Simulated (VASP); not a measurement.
# Al (P1) in VASP: single point with r2SCAN

Aim: the single point of Al with r2SCAN.

Everything below comes from runs of VASP 6.6.1. Logs are shortened: lines on timing, memory, paths and dates and some standing lists are left out, and cuts for length are marked.

### 1 The cell of the first run

The typed cell holds 4 atoms: a = 2.825 Å, b = 2.685 Å, c = 10.323 Å, α = 89.02°, β = 90.58°, γ = 126.48°.

### 2 Single point, r2SCAN

POSCAR

```
Al
1.0
    2.8222559492     -0.1126553848     -0.0145718838
   -1.5086903997      2.2205624485      0.0246575175
   -0.0478228862      0.0658307290     10.3224183847
Al
4
Direct
    0.0091558568      0.0060496300     -0.0007027156
    0.3296049894      0.6647586088      0.2510616732
   -0.0061009969     -0.0019598455      0.4993512023
    0.6673401507      0.3311516067      0.7502898401
```

INCAR.step1

```
SYSTEM = Al
PREC = Accurate
ENCUT = 520
ISMEAR = 0
SIGMA = 0.15
LREAL = .FALSE.
LASPH = .TRUE.
NELM = 100
NBANDS = 14
GGA = PE
ALGO = Normal
EDIFF = 1E-4
LWAVE = .TRUE.
LCHARG = .FALSE.
```

INCAR.step2

```
SYSTEM = Al
PREC = Accurate
ENCUT = 520
EDIFF = 1E-6
ISMEAR = 0
SIGMA = 0.15
LREAL = .FALSE.
LASPH = .TRUE.
NELM = 100
ALGO = Normal
ISIF = 2
LWAVE = .FALSE.
LCHARG = .FALSE.
METAGGA = R2SCAN
LMIXTAU = .TRUE.
NBANDS = 14
ISTART = 1
```

KPOINTS

```
Automatic mesh
0
G
  12 12 4
  0 0 0
```

Potentials or basis: VASP PAW PBE potentials, release 64 (Al).

The run is started by

```sh
$ cat potpaw_PBE.64/Al/POTCAR > POTCAR
$ cp INCAR.step1 INCAR
$ mpirun -np 1 vasp_std > vasp.out
$ cp INCAR.step2 INCAR
$ mpirun -np 1 vasp_std > vasp.out
```

OUTCAR:

```text
SYSTEM = Al
   PREC = Accurate
   ENCUT = 520
   EDIFF = 1E-6
   ISMEAR = 0
   LREAL = .FALSE.
   LASPH = .TRUE.
   NELM = 100
   ISIF = 2
   METAGGA = R2SCAN
   ISTART = 1

 ion  position               nearest neighbor table
   1  0.009  0.006  0.999-   4 2.98   2 2.98   4 2.99   4 3.03   2 3.03   2 3.04
   2  0.330  0.665  0.251-   3 2.92   3 2.98   1 2.98   1 3.03   1 3.04   3 3.07
   3  0.994  0.998  0.499-   2 2.92   4 2.95   2 2.98   4 3.01   2 3.07   4 3.08
   4  0.667  0.331  0.750-   3 2.95   1 2.98   1 2.99   3 3.01   1 3.03   3 3.08

  LATTYP: Found a triclinic cell.
 ALAT       =     2.6847071168
 B/A-ratio  =     0.9251335466
 C/A-ratio  =     3.8450149780
 COS(alpha) =     0.0070227653
 COS(beta)  =     0.0170622930
 COS(gamma) =     0.4048001877

  Lattice vectors:

 A1 = (   1.5086903997,  -2.2205624485,  -0.0246575175)
 A2 = (  -1.3135655495,  -2.1079070637,  -0.0100856337)
 A3 = (   0.0478228862,  -0.0658307290, -10.3224183847)

Analysis of symmetry for initial positions (statically):
=====================================================================
 Subroutine PRICEL returns:
 Original cell was already a primitive cell.

 Routine SETGRP: Setting up the symmetry group for a
 triclinic supercell.

 Subroutine GETGRP returns: Found  1 space group operations
 (whereof  1 operations were pure point group operations)
 out of a pool of  2 trial point group operations.

The static configuration has the point symmetry C_1 .

Analysis of symmetry for dynamics (positions and initial velocities):
=====================================================================
 Subroutine PRICEL returns:
 Original cell was already a primitive cell.

 Routine SETGRP: Setting up the symmetry group for a
 triclinic supercell.

 Subroutine GETGRP returns: Found  1 space group operations
 (whereof  1 operations were pure point group operations)
 out of a pool of  2 trial point group operations.

The dynamic configuration has the point symmetry C_1 .

 Subroutine INISYM returns: Found  1 space group operations
 (whereof  1 operations are pure point group operations),
 and found     1 'primitive' translations

----------------------------------------------------------------------------------------

                                     Primitive cell

  volume of cell :      62.9316

  direct lattice vectors                    reciprocal lattice vectors
     2.822255949 -0.112655385 -0.014571884     0.364204278  0.247445779  0.000109254
    -1.508690400  2.220562448  0.024657518     0.018463174  0.462912402 -0.002866663
    -0.047822886  0.065830729 10.322418385     0.000470034 -0.000756462  0.096883525

  length of vectors
     2.824541063  2.684707117 10.322739076     0.440311460  0.463289325  0.096887618

  position of ions in fractional coordinates (direct lattice)
     0.009155857  0.006049630  0.999297284
     0.329604989  0.664758609  0.251061673
     0.993899003  0.998040155  0.499351202
     0.667340151  0.331151607  0.750289840

  ion indices of the primitive-cell ions
   primitive index   ion index
                 1           1
                 2           2
                 3           3
                 4           4

----------------------------------------------------------------------------------------

 KPOINTS: Automatic mesh

Automatic generation of k-mesh.
 Grid dimensions read from file:
 generate k-points for:   12   12    4

 Generating k-lattice:

  Cartesian coordinates                     Fractional coordinates (reciprocal lattice)
     0.030350357  0.020620482  0.000009104     0.083333333 -0.000000000 -0.000000000
     0.001538598  0.038576034 -0.000238889    -0.000000000  0.083333333 -0.000000000
     0.000117508 -0.000189116  0.024220881     0.000000000  0.000000000  0.250000000

  Length of vectors
     0.036692622  0.038607444  0.024221905

  Shift w.r.t. Gamma in fractional coordinates (k-lattice)
     0.000000000  0.000000000  0.000000000

 Subroutine IBZKPT returns following result:
 ===========================================

 Found    292 irreducible k-points:

 Following reciprocal coordinates:
            Coordinates               Weight
  0.000000  0.000000  0.000000      1.000000
  0.083333 -0.000000  0.000000      2.000000
  0.166667 -0.000000  0.000000      2.000000
  0.250000  0.000000  0.000000      2.000000
  0.333333 -0.000000  0.000000      2.000000
  0.416667  0.000000  0.000000      2.000000
[... 16 lines left out ...]
  0.250000  0.166667  0.000000      2.000000
  0.333333  0.166667  0.000000      2.000000
 [... further k-points ...]
   k-points           NKPTS =    292   k-points in BZ     NKDIM =    292   number of bands    NBANDS=     14
   number of dos      NEDOS =    301   number of ions     NIONS =      4
   total plane-waves  NPLWV =  38400
   dimension x,y,z NGX =    24 NGY =   20 NGZ =   80
   dimension x,y,z NGXF=    48 NGYF=   40 NGZF=  160
   ions per type =               4
   NGX,Y,Z   is equivalent  to a cutoff of  14.13, 12.38, 12.88 a.u.
   NGXF,Y,Z  is equivalent  to a cutoff of  28.25, 24.77, 25.77 a.u.
 SYSTEM =  Al
   PREC   = accura    normal or accurate (medium, high low for compatibility)
   ISTART =      1    job   : 0-new  1-cont  2-samecut
   ICHARG =      0    charge: 1-file 2-atom 10-const
   ISPIN  =      1    spin polarized calculation?
   LNONCOLLINEAR =      F non collinear calculations
   LSORBIT =      F    spin-orbit coupling
   LASPH  =      T    aspherical Exc in radial PAW
   ENCUT  =  520.0 eV  38.22 Ry    6.18 a.u.   5.25  4.99 19.19*2*pi/ulx,y,z
   NELM   =    100;   NELMIN=  2; NELMDL=  0     # of ELM steps
   EDIFF  = 0.1E-05   stopping-criterion for ELM
   LREAL  =      F    real-space projection
   EDIFFG = 0.1E-04   stopping-criterion for IOM
   NSW    =      0    number of steps for IOM
   IBRION =     -1    ionic relax: 0-MD 1-quasi-New 2-CG
   NFREE  =      0    steps in history (QN), initial steepest desc. (CG)
   ISIF   =      2    stress and relaxation
   ISYM   =      2    0-nonsym 1-usesym 2-fastsym
   POTIM  = 0.5000    time-step for ionic-motion
   TEBEG  =    0.0;   TEEND  =   0.0 temperature during run
   PSTRESS=    0.0 pullay stress
   NELECT =      12.0000    total number of electrons
   NUPDOWN=      -1.0000    fix difference up-down
   EMIN   =  10.00;   EMAX   =-10.00  energy-range for DOS
   EFERMI =   0.00;   METHOD = LEGACY
   ISMEAR =     0;   SIGMA  =   0.15  broadening in eV -4-tet -1-fermi 0-gaus
   EFERMI_NEDOS =   21; number of points for ismear=-14 and -15
   IALGO  =     38    algorithm
   IMIX   =      4    mixing-type and parameters
     AMIX     =   0.40;   BMIX     =  1.00
     AMIX_MAG =   1.60;   BMIX_MAG =  1.00
  volume/ion in A,a.u.               =      15.73       106.17
  Fermi-wavevector in a.u.,A,eV,Ry     =   0.942278  1.780647 12.080446  0.887888
  Thomas-Fermi vector in A             =   2.069872
   LORBIT       =      0    0 simple, 1 ext, 2 COOP (PROOUT), +10 PAW based schemes
   METAGGA = R2SCAN    functional components
   LHFCALC =     F    Hartree Fock is set to
   AEXX    =    0.0000 exact exchange contribution
   IVDW    =     0    specifies the selected vdW correction
   LEPSILON=     F    determine dielectric tensor
   LRPA    =     F    only Hartree local field effects (RPA)
 non-spin polarized calculation
 Gauss-broadening in eV      SIGMA  =   0.15
  energy-cutoff  :      520.00
  volume of cell :       62.93
 maximum number of plane-waves:      1722
 NGX is ok and might be reduce to    24
   NGX = 11   NGY =  9   NGZ = 39

 number of electron      12.0000000 magnetization

 Free energy of the ion-electron system (eV)
  ---------------------------------------------------
  ext. energy  EPLUGINS =         0.00000000
  ---------------------------------------------------
  free energy    TOTEN  =       -26.15508457 eV

  energy without entropy =      -26.13768734  energy(sigma->0) =      -26.14638595

 E-fermi :   8.3890     XC(G=0): -11.0656

 val. band max:        8.3881535683   @ k =  -0.4167   0.1667   0.5000
 cond. band min:       8.3898729074   @ k =   0.3333  -0.3333   0.2500
 fundamental gap:      0.0017193391
 Fermi energy:         8.3889816145

 k-point     1 :       0.0000    0.0000    0.0000
  band No.  band energies     occupation
      1      -3.7022      2.00000
      2      -2.2771      2.00000
      3      -2.2008      2.00000
      4       1.7159      2.00000
      5       2.4748      2.00000
      6       9.0487      0.00000
      7       9.0986      0.00000
      8      17.9758      0.00000
      9      18.5503      0.00000
     10      20.1753      0.00000
     11      20.3843      0.00000
     12      20.8916      0.00000
     13      21.2727      0.00000
     14      22.0775      0.00000

 k-point     2 :       0.0833   -0.0000    0.0000
  band No.  band energies     occupation
      1      -3.4909      2.00000
      2      -2.0680      2.00000
      3      -1.9917      2.00000
      4       1.9203      2.00000
      5       2.6750      2.00000
      6       9.2370      0.00000
      7       9.2866      0.00000
      8      17.9949      0.00000
      9      18.7151      0.00000
     10      18.9341      0.00000
     11      19.6102      0.00000
     12      19.7665      0.00000
     13      20.2048      0.00000
     14      21.8166      0.00000

 k-point     3 :       0.1667   -0.0000    0.0000
  band No.  band energies     occupation
      1      -2.8594      2.00000
      2      -1.4432      2.00000
      3      -1.3668      2.00000
      4       2.5273      2.00000
      5       3.2759      2.00000
      6       9.7923      0.00000
      7       9.8392      0.00000
      8      16.1936      0.00000
      9      16.9225      0.00000
     10      17.2531      0.00000
     11      17.9799      0.00000
     12      18.6658      0.00000
     13      19.2203      0.00000
     14      19.8344      0.00000

 k-point     4 :       0.2500    0.0000    0.0000
  band No.  band energies     occupation
      1      -1.8147      2.00000
      2      -0.4103      2.00000
      3      -0.3336      2.00000
      4       3.5153      2.00000
      5       4.2778      2.00000
      6      10.6211      0.00000
      7      10.6703      0.00000
      8      12.8919      0.00000
      9      13.8826      0.00000
     10      14.1146      0.00000
     11      16.2725      0.00000
     12      18.3302      0.00000
     13      18.6176      0.00000
     14      18.7132      0.00000

 k-point     5 :       0.3333   -0.0000    0.0000
  band No.  band energies     occupation
      1      -0.3693      2.00000
      2       1.0160      2.00000
      3       1.0928      2.00000
      4       4.8147      2.00000
      5       5.6801      2.00000
      6       9.3626      0.00000
      7      10.3902      0.00000
      8      10.7316      0.00000
      9      12.2739      0.00000
     10      12.5520      0.00000
     11      14.0046      0.00000
[... 276 lines left out ...]
 k-point    22 :       0.1667    0.1667    0.0000
  band No.  band energies     occupation
      1      -0.9004      2.00000
      2       0.4807      2.00000
      3       0.5797      2.00000
      4       4.3468      2.00000
      5       5.1710      2.00000
      6      11.2061      0.00000
      7      11.3836      0.00000
      8      12.7490      0.00000
      9      13.6366      0.00000
     10      13.8636      0.00000
     11      14.6665      0.00000
     12      15.8240      0.00000
     13      16.2998      0.00000
     14      17.3036      0.00000

 k-point    23 :       0.2500    0.1667    0.0000
  band No.  band energies     occupation
      1       0.6303      2.00000
      2       1.9873      2.00000
      3       2.0856      2.00000
      4       5.6449      2.00000
      5       6.6730      2.00000
      6       9.2581      0.00000
      7      10.3532      0.00000
      8      10.5705      0.00000
      9      12.4879      0.00000
     10      12.7845      0.00000
     11      13.2033      0.00000
     12      14.3696      0.00000
     13      14.8671      0.00000
     14      15.3592      0.00000

 k-point    24 :       0.3333    0.1667    0.0000
  band No.  band energies     occupation
      1       2.5231      2.00000
      2       3.8161      2.00000
      3       3.9086      2.00000
      4       5.8943      2.00000
      5       7.3186      2.00000
      6       7.6919      2.00000
      7       8.3911      0.98430
      8       8.6274      0.02458
      9      10.9931      0.00000
     10      12.1369      0.00000
     11      12.5422      0.00000
     12      12.9539      0.00000
     13      13.5894      0.00000
     14      15.4386      0.00000

 [... further k-points ...]

------------------------ aborting loop because EDIFF is reached ----------------------------------------

  FORCE on cell =-STRESS in cart. coord.  units (eV):
  Direction    XX          YY          ZZ          XY          YZ          ZX
  --------------------------------------------------------------------------------------
  -------------------------------------------------------------------------------------
  Total        2.8196014      9.2777903     -2.7936617      3.4112675     -0.1044369      0.0226057
  in kB       71.7843310    236.2035853    -71.1239307     86.8475787     -2.6588615      0.5755187
  external PRESSURE =      78.9546619 kB  Pullay stress =       0.0000000 kB

 VOLUME and BASIS-vectors are now :
 -----------------------------------------------------------------------------
  energy-cutoff  :      520.00
  volume of cell :       62.93
      direct lattice vectors                 reciprocal lattice vectors
     2.822255949 -0.112655385 -0.014571884     0.364204278  0.247445779  0.000109254
    -1.508690400  2.220562448  0.024657518     0.018463174  0.462912402 -0.002866663
    -0.047822886  0.065830729 10.322418385     0.000470034 -0.000756462  0.096883525

 POSITION                                       TOTAL-FORCE (eV/Angst)
 -----------------------------------------------------------------------------------
     -0.03108      0.07819     10.31518        -0.008823     -0.006866      0.038651
     -0.08469      1.45553      2.60315         0.026542      0.005539     -0.062211
      1.27542      2.13712      5.16464         0.005812     -0.005069      0.042008
      1.34792      0.70956      7.74325        -0.023530      0.006396     -0.018448
 -----------------------------------------------------------------------------------
    total drift:                                0.000284     -0.000183     -0.000150

  FREE ENERGIE OF THE ION-ELECTRON SYSTEM (eV)
  ---------------------------------------------------
  free  energy   TOTEN  =       -26.1550845729 eV

  energy  without entropy=      -26.1376873355  energy(sigma->0) =      -26.14638595
```

Wall time 8.5 min (1 thread of Intel Xeon Platinum 8259CL at 2.50GHz (Skylake/Cascade Lake), shared host); peak memory 0.32 GiB.

What came out:

```yaml
Free_energy: -26.1551 eV
Pressure: 7.9 GPa
Largest_force: 0.068 eV/Å
Band_gap_on_the_k_mesh: zero (bands 6 and 7 overlap by 5.29 eV)
```

Forces on the atoms (eV/Å):
```
Al  -0.009 -0.007  0.039
Al   0.027  0.006 -0.062
Al   0.006 -0.005  0.042
Al  -0.024  0.006 -0.018
```

Levels at points of the mesh, in eV from the Fermi level:
```tsv
k point	band 2	band 3	band 4	band 5	band 6	band 7	band 8	band 9	band 10	band 11
(0.00, 0.00, 0.00)	-10.67	-10.59	-6.67	-5.91	0.66	0.71	9.59	10.16	11.79	12.00
(0.50, 0.00, 0.00)	-4.72	-3.94	-3.73	-2.78	-2.56	0.42	1.06	1.20	1.45	7.22
(0.00, 0.50, 0.00)	-3.99	-3.35	-2.99	-1.93	-1.59	1.16	1.78	2.07	2.20	6.27
(0.50, 0.50, 0.00)	-5.73	-4.72	-4.57	-4.08	-3.85	-0.64	-0.25	0.12	0.59	6.21
(0.00, 0.00, 0.50)	-11.72	-8.83	-8.82	-3.11	-3.09	5.04	5.06	11.91	12.01	12.32
(0.50, 0.00, 0.50)	-4.67	-4.24	-4.23	-1.79	-1.77	-0.97	-0.96	3.82	3.83	4.22
(0.00, 0.50, 0.50)	-4.01	-3.50	-3.41	-1.08	-0.85	-0.23	0.01	4.37	4.50	4.88
(0.50, 0.50, 0.50)	-5.42	-5.39	-5.30	-2.95	-2.68	-2.33	-2.04	2.53	2.96	3.13
```

Caveat: the cell stands under pressure; the PAW data sets were made with another functional, which shifts forces and pressure a little.
